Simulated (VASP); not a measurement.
**PbSe (Clausthalite): single point with PBE+D3(BJ)**

PbSe (Clausthalite):

```
Pb Se
1.0
     0.00000    3.06065    3.06065
     3.06065    0.00000    3.06065
     3.06065    3.06065    0.00000
Pb Se
1 1
Direct
  0.00000 0.00000 0.00000
  0.50000 0.50000 0.50000
```

```
Program             : VASP 6.6.1
Task                : single point
Functional          : PBE
Dispersion          : D3(BJ)
Potentials or basis : VASP PAW PBE potentials, release 64 (Pb_d, Se)
Cutoff              : 520 eV
k mesh              : 5 × 5 × 5
Occupations         : gaussian, width 0.1 eV
Spin                : no spin polarisation
```

The pressure is 0.1 GPa. The dispersion energy per atom is -0.368 eV.

Levels at points of the mesh, in eV from the Fermi level:
```
           k point  band 8  band 9  band 10  band 11  band 12  band 13
(0.00, 0.00, 0.00)   -1.95   -1.95    -1.95     4.64     4.64     4.64
```

It took 6.5 s on 1 thread of Intel Xeon 6975P-C, on a shared host, peak memory 0.19 GiB.

Caveat: this odd mesh misses L, where the gap lies, so gap, dielectric constants and Born charges aren't listed; three body term missing; spin-orbit coupling is left out, which moves the levels of the heavy elements.
